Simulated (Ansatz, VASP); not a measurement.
**BaTiO3 in VASP and in Ansatz**

The input POSCAR:

```
BaTiO3
1.0
    3.8528794582      0.0000000000      0.0000000000
    0.0000000000      3.8528794582      0.0000000000
    0.0000000000      0.0000000000      3.9895963446
Ba Ti O
1 1 3
Direct
    0.5000000000      0.5000000000      0.5779587516
    0.0000000000      0.0000000000      0.0910127415
    0.0000000000      0.5000000000      0.0653441490
    0.5000000000      0.0000000000      0.0653441490
    0.0000000000      0.0000000000      0.5603371988
```

Contents of INCAR.step1:

```
SYSTEM = BaTiO3
PREC     = Accurate       ! precision mode
ENCUT    = 520            ! plane-wave cutoff, eV
ISMEAR   = 0              ! smearing method
SIGMA    = 0.01           ! smearing width, eV
LREAL    = .False.        ! projectors in reciprocal space
LASPH    = .True.         ! aspherical terms in the spheres
NELM     = 100            ! most SCF steps
NBANDS   = 28             ! bands
GGA      = PE             ! functional
ALGO     = Normal         ! electronic algorithm
EDIFF    = 1E-4           ! SCF threshold, eV
LWAVE    = .True.         ! write WAVECAR
LCHARG   = .False.        ! write CHGCAR
```

The input INCAR.step2:

```
SYSTEM = BaTiO3
PREC     = Accurate       ! precision mode
ENCUT    = 520            ! plane-wave cutoff, eV
EDIFF    = 1E-6           ! SCF threshold, eV
ISMEAR   = 0              ! smearing method
SIGMA    = 0.01           ! smearing width, eV
LREAL    = .False.        ! projectors in reciprocal space
LASPH    = .True.         ! aspherical terms in the spheres
NELM     = 100            ! most SCF steps
ALGO     = Normal         ! electronic algorithm
ISIF     = 2              ! what is computed and relaxed
LWAVE    = .False.        ! write WAVECAR
LCHARG   = .True.         ! write CHGCAR
METAGGA  = R2SCAN         ! meta-GGA
LMIXTAU  = .True.       
LELF     = .True.         ! ELF
LVHAR    = .True.       
NBANDS   = 28             ! bands
ISTART   = 1
```

The input KPOINTS:

```
regular mesh
0
Gamma
  6 6 6
  0 0 0
```

Input for Ansatz:

```yaml
crystal:
  lattice:
    - [3.8528794582, 0.0, 0.0]
    - [0.0, 3.8528794582, 0.0]
    - [0.0, 0.0, 3.9895963446]
  atoms:
    - { symbol: Ba, position: [0.5, 0.5, 0.5779587516] }
    - { symbol: Ti, position: [0.0, 0.0, 0.0910127415] }
    - { symbol: O, position: [0.0, 0.5, 0.065344149] }
    - { symbol: O, position: [0.5, 0.0, 0.065344149] }
    - { symbol: O, position: [0.0, 0.0, 0.5603371988] }
kpoints:
  mp_grid: { grid: [6, 6, 6] }
  band_path:
    path:
      - [0.0, 0.0, 0.0]
      - [0.0, 0.5, 0.0]
      - [0.5, 0.5, 0.0]
      - [0.0, 0.0, 0.5]
      - [0.0, 0.5, 0.5]
      - [0.5, 0.5, 0.5]
      - [-0.5, -0.5, 0.489583]
    npoints: 1
hamiltonian:
  xc: r2scan
scf:
  occupations: { method: fixed }
  n_extra_bands: 5
output:
  forces: true
  stress: true
  eigenvalues: true
```

Change from the starting cell: hydrostatic strain -3.0%.

Alike in both runs: task single point; functional r2SCAN; k mesh 6 × 6 × 6; no spin polarisation.

```csv
,VASP,Ansatz
version,VASP 6.6.1,Ansatz 0.2.0
potentials or method,"VASP PAW PBE potentials, release 64 (Ba_sv, Ti_sv, O)","plane waves, PAW"
plane-wave cutoff (eV),520,500
occupations,"gaussian, width 0.01 eV",fixed
valence electrons in the cell,40,40
```

```tsv
	VASP	Ansatz	Ansatz less VASP
gap on the k mesh at the Fermi level (eV)	2.34	2.37	+0.028
pressure (GPa)	19.5	16.8	-2.65
traceless stress, the component that is largest in VASP (GPa)	-4.76	-4.65	+0.116
rms of the force components (eV/Å)	0.034	0.000	-0.0341
```

VASP's potentials were made for PBE, not for r2SCAN. Atom by atom the forces differ by 0.034 eV/Å (rms over components).

Neither program's run includes spin-orbit coupling.
